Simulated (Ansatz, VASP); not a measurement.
## Two plane-wave programs on In3Se

```
CELL_PARAMETERS angstrom
4.83557 0.00000 0.00000
0.00000 4.83557 0.00000
0.00000 0.00000 4.83557
ATOMIC_POSITIONS crystal
In 0.50000 0.50000 0.00000
In 0.50000 0.00000 0.50000
In 0.00000 0.50000 0.50000
Se 0.00000 0.00000 0.00000
```

Alike in both runs: task single point; functional PBE; k mesh 6 × 6 × 6; occupations fermi-dirac, width 0.05 eV; no spin polarisation.

```csv
,VASP,Ansatz
version,VASP 6.6.1,Ansatz 0.2.0
potentials or method,"VASP PAW PBE potentials, release 64 (In_d, Se)",Ansatz PAW
plane-wave cutoff (eV),520,420
valence electrons in the cell,45,55
```

|  | VASP | Ansatz | Ansatz less VASP |
| --- | --- | --- | --- |
| gap on the k mesh at the Fermi level (eV) | none | none | - |
| pressure (GPa) | -0.9 | -0.9 | +0.02 |

A gap of «none» marks a metal or a gap that the smearing closes. VASP's potentials hold 45 valence electrons a cell and Ansatz's 55, so a difference there can come from the potentials and not from the codes.
